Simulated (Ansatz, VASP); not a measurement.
## Two plane-wave programs on Si

```
Si
1.0
    -1.62691    1.62691    1.32033
     1.62691   -1.62691    1.32033
     1.62691    1.62691   -1.32033
Si
1
Cartesian
  0.0000 0.0000 0.0000
```

Alike in both runs: task single point; functional PBE-based screened hybrid with a share of 0.25 of exact exchange and HFSCREEN = 0.2; k mesh 7 × 7 × 7; occupations fermi-dirac, width 0.05 eV; no spin polarisation.

```csv
,VASP,Ansatz
version,VASP 6.6.1,Ansatz 0.2.0
potentials or method,"VASP PAW PBE potentials, release 64 (Si)",Ansatz PAW
plane-wave cutoff (eV),520,420
valence electrons in the cell,4,4
```

|  | VASP | Ansatz | Ansatz less VASP |
| --- | --- | --- | --- |
| gap on the k mesh at the Fermi level (eV) | none | none | - |
| pressure (GPa) | 1.3 | 1.6 | +0.27 |
| traceless stress, the component that is largest in VASP (GPa) | -3.39 | -3.37 | +0.021 |

VASP's potentials were made for PBE, not for PBE-based screened hybrid. A gap of «none» marks a metal or a gap that the smearing closes. The functional is the same, so the differences come from potentials, cutoffs and numerics.

The k mesh is coarse, so the values compare programs but aren't converged.
